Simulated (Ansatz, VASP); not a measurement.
One calculation of Al, two programs

```
Al
1.0
    -1.60700    1.60700    1.60700
     1.60700   -1.60700    1.60700
     1.60700    1.60700   -1.60700
Al
1
Direct
  0.00000 0.00000 0.00000
```

Alike in both runs: task single point; functional PBE; k mesh 8 × 8 × 8; occupations gaussian, width 0.1 eV; no spin polarisation.

|  | VASP | Ansatz |
| --- | --- | --- |
| version | VASP 6.6.1 | Ansatz 0.2.0 |
| potentials or method | VASP PAW PBE potentials, release 64 (Al), cutoff 500 eV | scalar-relativistic, plane waves, PAW |
| valence electrons in the cell | 3 | 3 |

|  | VASP | Ansatz | Ansatz less VASP |
| --- | --- | --- | --- |
| gap on the k mesh at the Fermi level (eV) | none | none | - |
| pressure (GPa) | 1.9 | 1.9 | +0.02 |

A gap of «none» marks a metal or a gap that the smearing closes.
